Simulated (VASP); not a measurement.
Write the native input for VASP 6.6.1 that does the following.

* Task: single point
* Functional: PBEsol
* Potentials or basis: VASP PAW PBE potentials, release 64 (Lu, H)
* Cutoff: 520 eV
* k mesh: 6 × 6 × 4
* Occupations: gaussian, width 0.1 eV
* Spin: no spin polarisation
* Dipole correction: no
* Further INCAR settings: LREAL = Auto; ALGO = Normal; EDIFF = 1e-07; NBANDS = 102

The structure of LuH3 lies in POSCAR:

```
LuH3
1.0
    5.9806326517      0.0000000000      0.0000000000
   -2.9903163259      5.1793798070      0.0000000000
    0.0000000000      0.0000000000      6.2030270937
Lu H
6 18
Direct
    0.6639683628      0.0000000000      0.2500000000
    0.3360316372      0.3360316372      0.2500000000
    0.0000000000      0.6639683628      0.2500000000
    0.6639683628      0.6639683628      0.7500000000
    0.0000000000      0.3360316372      0.7500000000
    0.3360316372      0.0000000000      0.7500000000
    0.3225641269      0.9743523129      0.4072939042
    0.6517881859      0.6774358731      0.4072939042
    0.0256476871      0.3482118141      0.4072939042
    0.3225641269      0.3482118141      0.9072939042
    0.0256476871      0.6774358731      0.9072939042
    0.6517881859      0.9743523129      0.9072939042
    0.6774358731      0.0256476871      0.5927060958
    0.3482118141      0.3225641269      0.5927060958
    0.9743523129      0.6517881859      0.5927060958
    0.6774358731      0.6517881859      0.0927060958
    0.9743523129      0.3225641269      0.0927060958
    0.3482118141      0.0256476871      0.0927060958
    0.0000000000      0.0000000000      0.2500000000
    0.0000000000      0.0000000000      0.7500000000
    0.6666666667      0.3333333333      0.3184662742
    0.6666666667      0.3333333333      0.8184662742
    0.3333333333      0.6666666667      0.6815337258
    0.3333333333      0.6666666667      0.1815337258
```

The input as run:

INCAR

```
PREC = Accurate
ENCUT = 520
EDIFF = 1E-7
ISMEAR = 0
SIGMA = 0.1
LREAL = Auto
LASPH = True
NELM = 80
ALGO = Normal
ISIF = 2
LWAVE = False
LCHARG = False
GGA = PS
NBANDS = 102
```

KPOINTS

```
Automatic mesh
0
Gamma
  6 6 4
```

Potentials or basis: VASP PAW PBE potentials, release 64 (Lu, H).

Command:

```sh
$ cat potpaw_PBE.64/Lu/POTCAR potpaw_PBE.64/H/POTCAR > POTCAR
$ mpirun -np 1 vasp_std > vasp.out
```

It gave:

| Quantity | Value |
| --- | --- |
| Pressure | 3.7 GPa |
| Largest force | 0.011 eV/Å |
| Band gap on the k mesh | 0.28 eV (least direct gap 0.33 eV) |

Caveat: the cell stands under pressure; the PAW data sets were made with another functional, which shifts forces and pressure a little; spin-orbit coupling is left out, which moves the levels of the heavy elements.

It took 51 min on 1 thread of Intel Xeon 8259CL (shared host), peak memory 0.52 GiB.
